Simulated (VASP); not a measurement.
# Br (I4/mmm) in VASP: further runs

Br is run at these levels: PBE, PBE+D4; tasks: single point.

All numbers are computed with VASP 6.6.1; they aren't measurements. Logs are shortened: lines on timing, memory, paths and dates and some standing lists are left out, and cuts for length are marked.

### 1 The cell of the first run

The structure is tetragonal, space group I4/mmm (No. 139). The conventional cell has a = 2.751 Å, b = 2.751 Å, c = 6.056 Å, α = 90.00°, β = 90.00°, γ = 90.00°. Br (site symmetry 4/mmm) has 12 Br at 2.75 to 3.60 Å within 3.6 Å.

### 2 Single point, PBE

Input file INCAR:

```
SYSTEM = Br
PREC = Accurate
ENCUT = 500
EDIFF = 1E-6
ISMEAR = -1
SIGMA = 0.05
LREAL = .False.
LASPH = .True.
NELM = 120
ALGO = Normal
ISIF = 2
LWAVE = .False.
LCHARG = .True.
GGA = PE
LELF = .True.
LVHAR = .True.
NBANDS = 10
GGA_COMPAT = .False.
```

Input file KPOINTS:

```
Automatic mesh
0
Gamma
  13 13 13
  0 0 0
```

Input file POSCAR:

```
Br
1.0
   -1.3754374615      1.3754374615      3.0281272153
    1.3754374615     -1.3754374615      3.0281272153
    1.3754374615      1.3754374615     -3.0281272153
Br
1
Direct
    0.0000000000      0.0000000000      0.0000000000
```

Potentials or basis: VASP PAW PBE potentials, release 64 (Br).

Run with:

```sh
$ cat potpaw_PBE.64/Br/POTCAR > POTCAR
$ mpirun -np 1 vasp_std > vasp.out
```

OUTCAR:

```text
SYSTEM = Br
   PREC = Accurate
   ENCUT = 500
   EDIFF = 1E-6
   ISMEAR = -1
   LREAL = .False.
   LASPH = .True.
   NELM = 120
   ISIF = 2
   GGA = PE

 ion  position               nearest neighbor table
   1  0.000  0.000  0.000-

  LATTYP: Found a body centered tetragonal cell.
 ALAT       =     2.7508749230
 C/A-ratio  =     2.2015738993

  Lattice vectors:

 A1 = (  -1.3754374615,   1.3754374615,   3.0281272153)
 A2 = (   1.3754374615,  -1.3754374615,   3.0281272153)
 A3 = (   1.3754374615,   1.3754374615,  -3.0281272153)

Analysis of symmetry for initial positions (statically):
=====================================================================
 Subroutine PRICEL returns:
 Original cell was already a primitive cell.

 Routine SETGRP: Setting up the symmetry group for a
 body centered tetragonal supercell.

 Subroutine GETGRP returns: Found 16 space group operations
 (whereof 16 operations were pure point group operations)
 out of a pool of 16 trial point group operations.

The static configuration has the point symmetry D_4h.

Analysis of symmetry for dynamics (positions and initial velocities):
=====================================================================
 Subroutine PRICEL returns:
 Original cell was already a primitive cell.

 Routine SETGRP: Setting up the symmetry group for a
 body centered tetragonal supercell.

 Subroutine GETGRP returns: Found 16 space group operations
 (whereof 16 operations were pure point group operations)
 out of a pool of 16 trial point group operations.

The dynamic configuration has the point symmetry D_4h.

 Subroutine INISYM returns: Found 16 space group operations
 (whereof 16 operations are pure point group operations),
 and found     1 'primitive' translations

----------------------------------------------------------------------------------------

                                     Primitive cell

  volume of cell :      22.9148

  direct lattice vectors                    reciprocal lattice vectors
    -1.375437462  1.375437462  3.028127215     0.000000000  0.363520708  0.165118558
     1.375437462 -1.375437462  3.028127215     0.363520708  0.000000000  0.165118558
     1.375437462  1.375437462 -3.028127215     0.363520708  0.363520708  0.000000000

  length of vectors
     3.599056939  3.599056939  3.599056939     0.399263627  0.399263627  0.514095916

  position of ions in fractional coordinates (direct lattice)
     0.000000000  0.000000000  0.000000000

  ion indices of the primitive-cell ions
   primitive index   ion index
                 1           1

----------------------------------------------------------------------------------------

 KPOINTS: Automatic mesh

Automatic generation of k-mesh.
 Grid dimensions read from file:
 generate k-points for:   13   13   13

 Generating k-lattice:

  Cartesian coordinates                     Fractional coordinates (reciprocal lattice)
     0.000000000  0.027963131  0.012701428     0.076923077  0.000000000  0.000000000
     0.027963131  0.000000000  0.012701428     0.000000000  0.076923077  0.000000000
     0.027963131  0.027963131  0.000000000     0.000000000  0.000000000  0.076923077

  Length of vectors
     0.030712587  0.030712587  0.039545840

  Shift w.r.t. Gamma in fractional coordinates (k-lattice)
     0.000000000  0.000000000  0.000000000

 Subroutine IBZKPT returns following result:
 ===========================================

 Found    196 irreducible k-points:

 Following reciprocal coordinates:
            Coordinates               Weight
  0.000000  0.000000  0.000000      1.000000
  0.076923  0.000000  0.000000      8.000000
  0.153846 -0.000000  0.000000      8.000000
  0.230769  0.000000  0.000000      8.000000
  0.307692 -0.000000  0.000000      8.000000
  0.384615 -0.000000  0.000000      8.000000
[... 16 lines left out ...]
  0.384615  0.153846  0.000000     16.000000
  0.461538  0.153846  0.000000     16.000000
 [... further k-points ...]
   k-points           NKPTS =    196   k-points in BZ     NKDIM =    196   number of bands    NBANDS=     10
   number of dos      NEDOS =    301   number of ions     NIONS =      1
   total plane-waves  NPLWV =  21952
   dimension x,y,z NGX =    28 NGY =   28 NGZ =   28
   dimension x,y,z NGXF=    56 NGYF=   56 NGZF=   56
   ions per type =               1
   NGX,Y,Z   is equivalent  to a cutoff of  12.93, 12.93, 12.93 a.u.
   NGXF,Y,Z  is equivalent  to a cutoff of  25.87, 25.87, 25.87 a.u.
 SYSTEM =  Br
   PREC   = accura    normal or accurate (medium, high low for compatibility)
   ISTART =      0    job   : 0-new  1-cont  2-samecut
   ICHARG =      2    charge: 1-file 2-atom 10-const
   ISPIN  =      1    spin polarized calculation?
   LNONCOLLINEAR =      F non collinear calculations
   LSORBIT =      F    spin-orbit coupling
   LASPH  =      T    aspherical Exc in radial PAW
   ENCUT  =  500.0 eV  36.75 Ry    6.06 a.u.   6.56  6.56  6.56*2*pi/ulx,y,z
   NELM   =    120;   NELMIN=  2; NELMDL= -5     # of ELM steps
   EDIFF  = 0.1E-05   stopping-criterion for ELM
   LREAL  =      F    real-space projection
   EDIFFG = 0.1E-04   stopping-criterion for IOM
   NSW    =      0    number of steps for IOM
   IBRION =     -1    ionic relax: 0-MD 1-quasi-New 2-CG
   NFREE  =      0    steps in history (QN), initial steepest desc. (CG)
   ISIF   =      2    stress and relaxation
   ISYM   =      2    0-nonsym 1-usesym 2-fastsym
   POTIM  = 0.5000    time-step for ionic-motion
   TEBEG  =    0.0;   TEEND  =   0.0 temperature during run
   PSTRESS=    0.0 pullay stress
   NELECT =       7.0000    total number of electrons
   NUPDOWN=      -1.0000    fix difference up-down
   EMIN   =  10.00;   EMAX   =-10.00  energy-range for DOS
   EFERMI =   0.00;   METHOD = LEGACY
   ISMEAR =    -1;   SIGMA  =   0.05  broadening in eV -4-tet -1-fermi 0-gaus
   EFERMI_NEDOS =   21; number of points for ismear=-14 and -15
   IALGO  =     38    algorithm
   IMIX   =      4    mixing-type and parameters
     AMIX     =   0.40;   BMIX     =  1.00
     AMIX_MAG =   1.60;   BMIX_MAG =  1.00
  volume/ion in A,a.u.               =      22.91       154.64
  Fermi-wavevector in a.u.,A,eV,Ry     =   1.102560  2.083536 16.539767  1.215639
  Thomas-Fermi vector in A             =   2.239005
   LORBIT       =      0    0 simple, 1 ext, 2 COOP (PROOUT), +10 PAW based schemes
   GGA     = PE    functional components
   LHFCALC =     F    Hartree Fock is set to
   AEXX    =    0.0000 exact exchange contribution
   IVDW    =     0    specifies the selected vdW correction
   LEPSILON=     F    determine dielectric tensor
   LRPA    =     F    only Hartree local field effects (RPA)
 non-spin polarized calculation
  energy-cutoff  :      500.00
  volume of cell :       22.91
 maximum number of plane-waves:       594
   NGX = 13   NGY = 13   NGZ = 13

 number of electron       7.0000001 magnetization

 Free energy of the ion-electron system (eV)
  ---------------------------------------------------
  ext. energy  EPLUGINS =         0.00000000
  ---------------------------------------------------
  free energy    TOTEN  =        -1.26192926 eV

  energy without entropy =       -1.25640532  energy(sigma->0) =       -1.25916729

 E-fermi :   3.8092     XC(G=0):  -9.8544

 val. band max:        3.8020758790   @ k =  -0.3846   0.1538  -0.0000
 cond. band min:       3.8324151374   @ k =  -0.2308   0.3077   0.0769
 fundamental gap:      0.0303392584
 Fermi energy:         3.8091778117

 k-point     1 :       0.0000    0.0000    0.0000
  band No.  band energies     occupation
      1     -13.5602      2.00000
      2       2.1714      2.00000
      3       5.0706      0.00000
      4       5.0706      0.00000
      5      10.2975      0.00000
      6      13.7144      0.00000
      7      14.9669      0.00000
      8      19.2111      0.00000
      9      19.2111      0.00000
     10      20.6943      0.00000

 k-point     2 :       0.0769    0.0000    0.0000
  band No.  band energies     occupation
      1     -13.4652      2.00000
      2       2.1058      2.00000
      3       4.3423      0.00005
      4       5.1154      0.00000
      5      10.5891      0.00000
      6      14.0910      0.00000
      7      15.4651      0.00000
      8      17.5516      0.00000
      9      19.3585      0.00000
     10      21.4328      0.00000

 k-point     3 :       0.1538   -0.0000    0.0000
  band No.  band energies     occupation
      1     -13.1876      2.00000
      2       1.8797      2.00000
      3       2.8046      2.00000
      4       5.2434      0.00000
      5      11.2266      0.00000
      6      14.4677      0.00000
      7      15.5803      0.00000
      8      17.3855      0.00000
      9      19.7843      0.00000
     10      22.1084      0.00000

 k-point     4 :       0.2308    0.0000    0.0000
  band No.  band energies     occupation
      1     -12.7527      2.00000
      2       0.7281      2.00000
      3       1.9768      2.00000
      4       5.4348      0.00000
      5      11.5657      0.00000
      6      14.6082      0.00000
      7      14.9585      0.00000
      8      19.7665      0.00000
      9      20.3789      0.00000
     10      22.3276      0.00000
[... 222 lines left out ...]
 k-point    22 :       0.3077    0.1538    0.0000
  band No.  band energies     occupation
      1     -11.7660      2.00000
      2      -0.8178      2.00000
      3       1.3846      2.00000
      4       3.4315      1.99895
      5      11.7109      0.00000
      6      15.8002      0.00000
      7      16.6722      0.00000
      8      18.5328      0.00000
      9      20.9982      0.00000
     10      22.7622      0.00000

 k-point    23 :       0.3846    0.1538    0.0000
  band No.  band energies     occupation
      1     -11.2640      2.00000
      2      -2.0501      2.00000
      3       1.4683      2.00000
      4       3.6819      1.85459
      5      10.9864      0.00000
      6      15.0433      0.00000
      7      17.7784      0.00000
      8      18.6820      0.00000
      9      22.2281      0.00000
     10      23.1998      0.00000

 k-point    24 :       0.4615    0.1538    0.0000
  band No.  band energies     occupation
      1     -10.9729      2.00000
      2      -2.7115      2.00000
      3       1.6790      2.00000
      4       3.8618      0.51768
      5      10.5429      0.00000
      6      14.5379      0.00000
      7      18.2369      0.00000
      8      18.6540      0.00000
      9      21.9063      0.00000
     10      23.4852      0.00000

 [... further k-points ...]

------------------------ aborting loop because EDIFF is reached ----------------------------------------

  FORCE on cell =-STRESS in cart. coord.  units (eV):
  Direction    XX          YY          ZZ          XY          YZ          ZX
  --------------------------------------------------------------------------------------
  -------------------------------------------------------------------------------------
  Total        1.4343424      1.4343424      1.4317174      0.0000000      0.0000000      0.0000000
  in kB      100.2876873    100.2876873    100.1041485      0.0000000      0.0000000      0.0000000
  external PRESSURE =     100.2265077 kB  Pullay stress =       0.0000000 kB

 VOLUME and BASIS-vectors are now :
 -----------------------------------------------------------------------------
  energy-cutoff  :      500.00
  volume of cell :       22.91
      direct lattice vectors                 reciprocal lattice vectors
    -1.375437462  1.375437462  3.028127215     0.000000000  0.363520708  0.165118558
     1.375437462 -1.375437462  3.028127215     0.363520708  0.000000000  0.165118558
     1.375437462  1.375437462 -3.028127215     0.363520708  0.363520708  0.000000000

 POSITION                                       TOTAL-FORCE (eV/Angst)
 -----------------------------------------------------------------------------------
      0.00000      0.00000      0.00000         0.000000      0.000000      0.000000
 -----------------------------------------------------------------------------------
    total drift:                               -0.000000      0.000000      0.000000

  FREE ENERGIE OF THE ION-ELECTRON SYSTEM (eV)
  ---------------------------------------------------
  free  energy   TOTEN  =        -1.2619292648 eV

  energy  without entropy=       -1.2564053222  energy(sigma->0) =       -1.25916729
```

Wall time 53 s (1 thread of Intel Xeon 8259CL, shared host); peak memory 0.18 GiB.

What came out:

* Free energy: -1.2619 eV
* Pressure: 10.0 GPa
* Band gap on the k mesh: zero (an odd number of electrons rules out a gap without spin polarisation)

Caveat: the cell stands under pressure; an odd number of electrons without spin polarisation forces a metal; a magnetic or distorted state may lie lower.

(Continued in part 2 of 2.)
